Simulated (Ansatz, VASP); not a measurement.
# One calculation of TiSe2, two programs

The input INCAR:

```
SYSTEM = TiSe2
PREC = Accurate ; ENCUT = 500
EDIFF = 1E-7 ; ISMEAR = 0
SIGMA = 0.1 ; LREAL = .False.
LASPH = .True. ; NELM = 120
ALGO = Normal ; ISIF = 3
LWAVE = .False. ; LCHARG = .False.
GGA = PE ; IBRION = 2
NSW = 70 ; EDIFFG = -0.005
GGA_COMPAT = .False. ; NELMIN = 4
```

Contents of KPOINTS:

```
regular mesh
0
Gamma
  15 15 8
  0 0 0
```

File POSCAR:

```
TiSe2
1.0
    3.4807141369      0.0000000000      0.0000000000
   -1.7403570685      3.0143868659      0.0000000000
    0.0000000000      0.0000000000      5.8731574598
Ti Se
1 2
Direct
    0.0000000000      0.0000000000      0.0000000000
    0.3333333333      0.6666666667      0.2646669996
    0.6666666667      0.3333333333      0.7353330004
```

Input for Ansatz:

```yaml
crystal:
  lattice:
    - [3.4807141366, 0.0, 0.0]
    - [-1.7403570683, 3.0143868656, 0.0]
    - [0.0, 0.0, 5.8731574533]
  atoms:
    - { symbol: Ti, position: [0.0, 0.0, 0.0] }
    - { symbol: Se, position: [0.3333333333, 0.6666666667, 0.264667] }
    - { symbol: Se, position: [0.6666666667, 0.3333333333, 0.735333] }
basis:
  ecutwfc: 420
kpoints:
  mp_grid: { grid: [15, 15, 8] }
hamiltonian:
  xc: pbe
scf:
  occupations: { method: gaussian, width: 0.1 }
output:
  forces: true
  stress: true
  eigenvalues: true
relax:
  adjacent_minimum: "off"
  f_tol: 0.005
  max_steps: 50
  cell: { stress_tol: 0.05 }
```

Alike in both runs: task relaxation of cell and atoms; functional PBE; k mesh 15 × 15 × 8; occupations gaussian, width 0.1 eV; no spin polarisation.

|  | VASP | Ansatz |
| --- | --- | --- |
| version | VASP 6.6.1 | Ansatz 0.2.0 |
| potentials or method | VASP PAW PBE potentials, release 64 (Ti_sv, Se), cutoff 500 eV | scalar-relativistic, plane waves, PAW |
| valence electrons in the cell | 24 | 44 |

Ansatz gave:

| Property | Result |
| --- | --- |
| gap on the k mesh at the Fermi level, each at its own relaxed structure (eV) | none |
| relaxed volume (Å³/atom) | 24.38 |
| relaxed cell length with the largest relative difference (Å) | 6.743 |

**Question.** Estimate VASP's values.

**Answer.** gap on the k mesh at the Fermi level, each at its own relaxed structure (eV): none; relaxed volume (Å³/atom): 23.75; relaxed cell length with the largest relative difference (Å): 6.566.

A gap of «none» marks a metal or a gap that the smearing closes. VASP's potentials hold 24 valence electrons a cell and Ansatz's 44, so a difference there can come from the potentials and not from the codes.

Noted on VASP's run: the volume moved by over 15 % at a fixed basis, so the end points are rough.
